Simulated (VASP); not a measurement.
Input of a VASP 6.6.1 run:

The input INCAR:

```
  PREC = Accurate
  ENCUT = 520
  EDIFF = 1E-7
  ISMEAR = 0
  SIGMA = 0.05
  LREAL = F
  LASPH = T
  NELM = 100
  ALGO = Normal
  ISIF = 2
  LWAVE = F
  LCHARG = T
  GGA = PE
  LELF = T
  LVHAR = T
  NBANDS = 15
```

The input KPOINTS:

```
Automatic mesh
0
Gamma
  8 8 8
```

The input POSCAR:

```
CaO
1.0
    0.0000000000      2.4490000000      2.4490000000
    2.4490000000      0.0000000000      2.4490000000
    2.4490000000      2.4490000000      0.0000000000
Ca O
1 1
Direct
    0.0306247448      0.0306247448     -0.0306247448
    0.5000000000      0.5000000000      0.5000000000
```

Potentials or basis: VASP PAW PBE potentials, release 64 (Ca_sv, O).

Launch:

```sh
$ cat potpaw_PBE.64/Ca_sv/POTCAR potpaw_PBE.64/O/POTCAR > POTCAR
$ mpirun -np 1 vasp_std > vasp.out
```

Estimate the pressure.

-2.7 GPa.

Estimate the band gap on the k mesh.

3.72 eV, indirect (least direct gap 4.05 eV).

What does it give for the largest force?

0.398 eV/Å.

Forces in eV/Å, atoms in the order of the input:
```
Ca   0.000  0.000 -0.398
O    0.000  0.000  0.398
```

Caveat: the cell differs from its parent crystal (all Ca atoms moved +0.150 Å, as atom 1 along Cartesian [0 0 1]). A k mesh can miss the band edges.
